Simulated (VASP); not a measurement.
# CaO (Fm-3m) in VASP: dielectric tensor with PBE

Aim: the dielectric tensor of CaO with PBE.

All numbers are computed with VASP 6.6.1; they aren't measurements. Logs are shortened: lines on timing, memory, paths and dates and some standing lists are left out, and cuts for length are marked.

## Step 1: The cell of the first run

It takes space group Fm-3m (No. 225, cubic). The conventional cell has a = 4.795 Å, b = 4.795 Å, c = 4.795 Å, α = 90.00°, β = 90.00°, γ = 90.00°. Within 3.2 Å of Ca (site symmetry m-3m) lie 6 O at 2.40 Å. Within 3.2 Å of O (site symmetry m-3m) lie 6 Ca at 2.40 Å.

## Step 2: Dielectric tensor, PBE

The input, INCAR:

```
SYSTEM = CaO
PREC = Accurate
ENCUT = 520
EDIFF = 1E-8
ISMEAR = 0
SIGMA = 0.01
LREAL = .FALSE.
LASPH = .TRUE.
NELM = 80
ALGO = Normal
ISIF = 2
LWAVE = .FALSE.
LCHARG = .FALSE.
GGA = PE
LEPSILON = .TRUE.
```

The input, KPOINTS:

```
Automatic mesh
0
G
  8 8 8
  0 0 0
```

The input, POSCAR:

```
CaO
1.0
    0.0000000000      2.3975473904      2.3975473904
    2.3975473904      0.0000000000      2.3975473904
    2.3975473904      2.3975473904      0.0000000000
Ca O
1 1
Direct
    0.0000000000      0.0000000000      0.0000000000
    0.5000000000      0.5000000000      0.5000000000
```

Potentials or basis: VASP PAW PBE potentials, release 64 (Ca_sv, O).

Run with:

```bash
> cat potpaw_PBE.64/Ca_sv/POTCAR potpaw_PBE.64/O/POTCAR > POTCAR
> mpirun -np 1 vasp_std > vasp.out
```

OUTCAR:

```text
SYSTEM = CaO
   PREC = Accurate
   ENCUT = 520
   EDIFF = 1E-8
   ISMEAR = 0
   LREAL = .FALSE.
   LASPH = .TRUE.
   NELM = 80
   ISIF = 2
   GGA = PE
   LEPSILON = .TRUE.

 ion  position               nearest neighbor table
   1  0.000  0.000  0.000-   2 2.40   2 2.40   2 2.40   2 2.40   2 2.40   2 2.40
   2  0.500  0.500  0.500-   1 2.40   1 2.40   1 2.40   1 2.40   1 2.40   1 2.40

  LATTYP: Found a face centered cubic cell.
 ALAT       =     4.7950947808

  Lattice vectors:

 A1 = (   0.0000000000,   2.3975473904,   2.3975473904)
 A2 = (   2.3975473904,   0.0000000000,   2.3975473904)
 A3 = (   2.3975473904,   2.3975473904,   0.0000000000)

Analysis of symmetry for initial positions (statically):
=====================================================================
 Subroutine PRICEL returns:
 Original cell was already a primitive cell.

 Routine SETGRP: Setting up the symmetry group for a
 face centered cubic supercell.

 Subroutine GETGRP returns: Found 48 space group operations
 (whereof 48 operations were pure point group operations)
 out of a pool of 48 trial point group operations.

The static configuration has the point symmetry O_h .

Analysis of symmetry for dynamics (positions and initial velocities):
=====================================================================
 Subroutine PRICEL returns:
 Original cell was already a primitive cell.

 Routine SETGRP: Setting up the symmetry group for a
 face centered cubic supercell.

 Subroutine GETGRP returns: Found 48 space group operations
 (whereof 48 operations were pure point group operations)
 out of a pool of 48 trial point group operations.

The dynamic configuration has the point symmetry O_h .

 Subroutine INISYM returns: Found 48 space group operations
 (whereof 48 operations are pure point group operations),
 and found     1 'primitive' translations

----------------------------------------------------------------------------------------

                                     Primitive cell

  volume of cell :      27.5633

  direct lattice vectors                    reciprocal lattice vectors
     0.000000000  2.397547390  2.397547390    -0.208546451  0.208546451  0.208546451
     2.397547390  0.000000000  2.397547390     0.208546451 -0.208546451  0.208546451
     2.397547390  2.397547390  0.000000000     0.208546451  0.208546451 -0.208546451

  length of vectors
     3.390644036  3.390644036  3.390644036     0.361213049  0.361213049  0.361213049

  position of ions in fractional coordinates (direct lattice)
     0.000000000  0.000000000  0.000000000
     0.500000000  0.500000000  0.500000000

  ion indices of the primitive-cell ions
   primitive index   ion index
                 1           1
                 2           2

----------------------------------------------------------------------------------------

 KPOINTS: Automatic mesh

Automatic generation of k-mesh.
 Grid dimensions read from file:
 generate k-points for:    8    8    8

 Generating k-lattice:

  Cartesian coordinates                     Fractional coordinates (reciprocal lattice)
    -0.026068306  0.026068306  0.026068306     0.125000000  0.000000000  0.000000000
     0.026068306 -0.026068306  0.026068306     0.000000000  0.125000000  0.000000000
     0.026068306  0.026068306 -0.026068306     0.000000000  0.000000000  0.125000000

  Length of vectors
     0.045151631  0.045151631  0.045151631

  Shift w.r.t. Gamma in fractional coordinates (k-lattice)
     0.000000000  0.000000000  0.000000000

 Subroutine IBZKPT returns following result:
 ===========================================

 Found     29 irreducible k-points:

 Following reciprocal coordinates:
            Coordinates               Weight
  0.000000  0.000000  0.000000      1.000000
  0.125000  0.000000  0.000000      8.000000
  0.250000  0.000000  0.000000      8.000000
  0.375000  0.000000  0.000000      8.000000
  0.500000  0.000000  0.000000      4.000000
  0.125000  0.125000  0.000000      6.000000
[... 16 lines left out ...]
  0.500000  0.250000  0.125000     48.000000
 -0.375000  0.250000  0.125000     24.000000
 [... further k-points ...]
   k-points           NKPTS =     29   k-points in BZ     NKDIM =     29   number of bands    NBANDS=     12
   number of dos      NEDOS =    301   number of ions     NIONS =      2
   total plane-waves  NPLWV =  21952
   dimension x,y,z NGX =    28 NGY =   28 NGZ =   28
   dimension x,y,z NGXF=    56 NGYF=   56 NGZF=   56
   ions per type =               1   1
   NGX,Y,Z   is equivalent  to a cutoff of  13.73, 13.73, 13.73 a.u.
   NGXF,Y,Z  is equivalent  to a cutoff of  27.46, 27.46, 27.46 a.u.
 SYSTEM =  CaO
   PREC   = accura    normal or accurate (medium, high low for compatibility)
   ISTART =      0    job   : 0-new  1-cont  2-samecut
   ICHARG =      2    charge: 1-file 2-atom 10-const
   ISPIN  =      1    spin polarized calculation?
   LNONCOLLINEAR =      F non collinear calculations
   LSORBIT =      F    spin-orbit coupling
   LASPH  =      T    aspherical Exc in radial PAW
   ENCUT  =  520.0 eV  38.22 Ry    6.18 a.u.   6.30  6.30  6.30*2*pi/ulx,y,z
   NELM   =     80;   NELMIN=  2; NELMDL= -5     # of ELM steps
   EDIFF  = 0.1E-07   stopping-criterion for ELM
   LREAL  =      F    real-space projection
   EDIFFG = 0.1E-06   stopping-criterion for IOM
   NSW    =      0    number of steps for IOM
   IBRION =     -1    ionic relax: 0-MD 1-quasi-New 2-CG
   NFREE  =      0    steps in history (QN), initial steepest desc. (CG)
   ISIF   =      2    stress and relaxation
   ISYM   =      2    0-nonsym 1-usesym 2-fastsym
   POTIM  = 0.5000    time-step for ionic-motion
   TEBEG  =    0.0;   TEEND  =   0.0 temperature during run
   PSTRESS=    0.0 pullay stress
   NELECT =      16.0000    total number of electrons
   NUPDOWN=      -1.0000    fix difference up-down
   EMIN   =  10.00;   EMAX   =-10.00  energy-range for DOS
   EFERMI =   0.00;   METHOD = LEGACY
   ISMEAR =     0;   SIGMA  =   0.01  broadening in eV -4-tet -1-fermi 0-gaus
   EFERMI_NEDOS =   21; number of points for ismear=-14 and -15
   IALGO  =     38    algorithm
   IMIX   =      4    mixing-type and parameters
     AMIX     =   0.40;   BMIX     =  1.00
     AMIX_MAG =   1.60;   BMIX_MAG =  1.00
  volume/ion in A,a.u.               =      13.78        93.00
  Fermi-wavevector in a.u.,A,eV,Ry     =   1.365644  2.580694 25.374656  1.864985
  Thomas-Fermi vector in A             =   2.491855
   LORBIT       =      0    0 simple, 1 ext, 2 COOP (PROOUT), +10 PAW based schemes
   GGA     = PE    functional components
   LHFCALC =     F    Hartree Fock is set to
   AEXX    =    0.0000 exact exchange contribution
   IVDW    =     0    specifies the selected vdW correction
   LEPSILON=     T    determine dielectric tensor
   LRPA    =     F    only Hartree local field effects (RPA)
 non-spin polarized calculation
 Gauss-broadening in eV      SIGMA  =   0.01
  energy-cutoff  :      520.00
  volume of cell :       27.56
 maximum number of plane-waves:       754
 NGX is ok and might be reduce to    28
   NGX = 13   NGY = 13   NGZ = 13

--------------------------------------- Ionic step        1  -------------------------------------------

 number of electron      15.9999997 magnetization

 E-fermi :   2.4405     XC(G=0): -10.5100

 val. band max:        2.3897314967   @ k =   0.0000   0.0000   0.0000
 cond. band min:       6.0234719466   @ k =   0.5000   0.5000   0.0000
 fundamental gap:      3.6337404499
 Fermi energy:         2.4404614666

 k-point     1 :       0.0000    0.0000    0.0000
  band No.  band energies     occupation
      1     -35.2177      2.00000
      2     -15.9764      2.00000
      3     -15.9764      2.00000
      4     -15.9764      2.00000
      5     -13.1563      2.00000
      6       2.3897      2.00000
      7       2.3897      2.00000
      8       2.3897      2.00000
      9       7.1607      0.00000
     10       8.6330      0.00000
     11       8.6330      0.00000
     12       8.6330      0.00000
[... 331 lines left out ...]
 k-point    24 :      -0.3750    0.2500    0.1250
  band No.  band energies     occupation
      1     -35.0951      2.00000
      2     -16.8897      2.00000
      3     -16.2210      2.00000
      4     -16.1048      2.00000
      5     -12.2179      2.00000
      6       0.3280      2.00000
      7       1.2549      2.00000
      8       1.3236      2.00000
      9       9.1665      0.00000
     10       9.2471      0.00000
     11      11.1879      0.00000
     12      11.3824      0.00000

 [... further k-points ...]

  FORCE on cell =-STRESS in cart. coord.  units (eV):
  Direction    XX          YY          ZZ          XY          YZ          ZX
  --------------------------------------------------------------------------------------
  -------------------------------------------------------------------------------------
  Total        0.5302654      0.5302654      0.5302654      0.0000000      0.0000000     -0.0000000
  in kB       30.8228127     30.8228127     30.8228127      0.0000000      0.0000000     -0.0000000
  external PRESSURE =      30.8228127 kB  Pullay stress =       0.0000000 kB

 VOLUME and BASIS-vectors are now :
 -----------------------------------------------------------------------------
  energy-cutoff  :      520.00
  volume of cell :       27.56
      direct lattice vectors                 reciprocal lattice vectors
     0.000000000  2.397547390  2.397547390    -0.208546451  0.208546451  0.208546451
     2.397547390  0.000000000  2.397547390     0.208546451 -0.208546451  0.208546451
     2.397547390  2.397547390  0.000000000     0.208546451  0.208546451 -0.208546451

 POSITION                                       TOTAL-FORCE (eV/Angst)
 -----------------------------------------------------------------------------------
      0.00000      0.00000      0.00000         0.000000     -0.000000     -0.000000
      2.39755      2.39755      2.39755        -0.000000      0.000000      0.000000
 -----------------------------------------------------------------------------------
    total drift:                                0.000000      0.000000      0.000000

  FREE ENERGIE OF THE ION-ELECTRON SYSTEM (eV)
  ---------------------------------------------------
  free  energy   TOTEN  =       -12.7977040604 eV

  energy  without entropy=      -12.7977040604  energy(sigma->0) =      -12.79770406

 HEAD OF MICROSCOPIC STATIC DIELECTRIC TENSOR (INDEPENDENT PARTICLE, excluding Hartree and local field effects)
 ------------------------------------------------------
           3.922799    -0.000000    -0.000000
           0.000000     3.922799     0.000000
          -0.000000     0.000000     3.922799
 ------------------------------------------------------

 Free energy of the ion-electron system (eV)
  ---------------------------------------------------
  ---------------------------------------------------
  free energy    TOTEN  =        -0.23344196 eV

  energy without entropy =       -0.23344196

------------------------ aborting loop because EDIFF is reached ----------------------------------------

--------------------------------------- Ionic step        2  -------------------------------------------

------------------------ aborting loop because EDIFF is reached ----------------------------------------

--------------------------------------- Ionic step        3  -------------------------------------------

 Free energy of the ion-electron system (eV)
  ---------------------------------------------------
  ---------------------------------------------------
  free energy    TOTEN  =        -0.23344206 eV

  energy without entropy =       -0.23344206

------------------------ aborting loop because EDIFF is reached ----------------------------------------

 PIEZOELECTRIC TENSOR FIELD DIRECTION 3  (e Angst)
 -----------------------------------------------------------------------------
     0.00001  0.00000  0.00000           ( -0.00001  0.00000  0.00000)
     0.00000  0.00001  0.00000           (  0.00000 -0.00001  0.00000)
     0.00000 -0.00000 -0.00072           (  0.00000  0.00000 -0.00000)

 PIEZOELECTRIC TENSOR FIELD DIRECTION 3  (C/m^2)
 -----------------------------------------------------------------------------
     0.00000  0.00000  0.00000
     0.00000  0.00000  0.00000
     0.00000 -0.00000 -0.00042

 MACROSCOPIC STATIC DIELECTRIC TENSOR (including local field effects in DFT)
 ------------------------------------------------------
           3.793295     0.000000    -0.000000
           0.000000     3.793295    -0.000000
           0.000000     0.000000     3.793295
 ------------------------------------------------------

 PIEZOELECTRIC TENSOR (including local field effects)  for field in x, y, z        (e  Angst)
          XX          YY          ZZ          XY          YZ          ZX
  --------------------------------------------------------------------------------
  x     0.00000     0.00000     0.00000     0.00000     0.00000     0.00000
  y     0.00000     0.00000     0.00000     0.00000     0.00000     0.00000
  z     0.00000     0.00000     0.00000     0.00000     0.00000     0.00000

 PIEZOELECTRIC TENSOR (including local field effects)  for field in x, y, z        (C/m^2)
          XX          YY          ZZ          XY          YZ          ZX
  --------------------------------------------------------------------------------
  x     0.00000     0.00000     0.00000     0.00000     0.00000     0.00000
  y     0.00000     0.00000     0.00000     0.00000     0.00000     0.00000
  z     0.00000     0.00000     0.00000     0.00000     0.00000     0.00000

 BORN EFFECTIVE CHARGES (including local field effects) (in |e|, cummulative output)
 ---------------------------------------------------------------------------------
 ion    1
    1     2.35905     0.00000     0.00000
    2     0.00000     2.35905    -0.00000
    3     0.00000    -0.00000     2.35905
 ion    2
    1    -2.35905     0.00000    -0.00000
    2     0.00000    -2.35905     0.00000
    3    -0.00000     0.00000    -2.35905
```

Wall time 3.9 min (1 thread of Intel Xeon Platinum 8259CL at 2.50GHz (Skylake/Cascade Lake), shared host); peak memory 0.2 GiB.

What came out:

```
Band gap on the k mesh                  : 3.63 eV (least direct gap 4.01 eV)
Electronic dielectric tensor (diagonal) : 3.79
Born charges (mean of the diagonal)     : Ca +2.36; O -2.36 e
```

Levels at points of the mesh, in eV from the valence-band top:
```tsv
k point	band 6	band 7	band 8	band 9	band 10	band 11
(0.00, 0.00, 0.00)	0.00	0.00	0.00	4.77	6.24	6.24
(0.50, 0.00, 0.00)	-2.66	-1.22	-1.22	7.08	8.39	8.39
(0.50, 0.50, 0.00)	-1.30	-0.37	-0.37	3.63	8.10	8.93
```

Electronic dielectric tensor:
```
3.79 0.00 0.00
0.00 3.79 0.00
0.00 0.00 3.79
```

Born effective charge tensors (e):
atom 1, Ca
```
2.36 0.00 0.00
0.00 2.36 0.00
0.00 0.00 2.36
```
atom 2, O
```
-2.36  0.00  0.00
 0.00 -2.36  0.00
 0.00  0.00 -2.36
```

A k mesh can miss the band edges. As with any semilocal functional, this PBE gap is likely too small.
